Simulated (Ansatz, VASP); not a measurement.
# One calculation of Be, two programs

```
CELL_PARAMETERS angstrom
0.13217 -0.06960 2.19096
-4.34262 -2.50087 -0.91746
4.46077 -2.86069 -0.36148
ATOMIC_POSITIONS crystal
Be 0.02815 0.55632 0.72179
Be 0.38075 0.26157 0.87881
Be 0.32080 0.14148 0.42048
Be 0.97184 0.44368 0.27821
Be 0.61926 0.73844 0.12118
Be 0.67920 0.85851 0.57953
```

Change from the starting cell: S type (R-3, No. 148); cell x1, atoms moved at random (sigma 0.1 Å) and cell strained at random (1.5 %), then relaxed without symmetry.

Alike in both runs: functional PBE; k mesh 12 × 12 × 12; occupations gaussian, width 0.1 eV; no spin polarisation.

Ansatz relaxed the structure, and its values are those at the end. VASP's run is a single point on that final structure, the one shown.

```csv
,VASP,Ansatz
version,VASP 6.6.1,Ansatz 0.2.0
potentials or method,"VASP PAW PBE potentials, release 64 (Be), cutoff 520 eV","scalar-relativistic, plane waves, PAW"
valence electrons in the cell,12,12
```

VASP gave:

| Item | Value |
| --- | --- |
| gap on the k mesh at the Fermi level (eV) | none |
| pressure (GPa) | 0.2 |

Q: What did Ansatz give for the same quantities?

A: gap on the k mesh at the Fermi level (eV): none; pressure (GPa): 0.0.

A gap of «none» marks a metal or a gap that the smearing closes. The functional is the same, so the differences come from potentials, cutoffs and numerics.
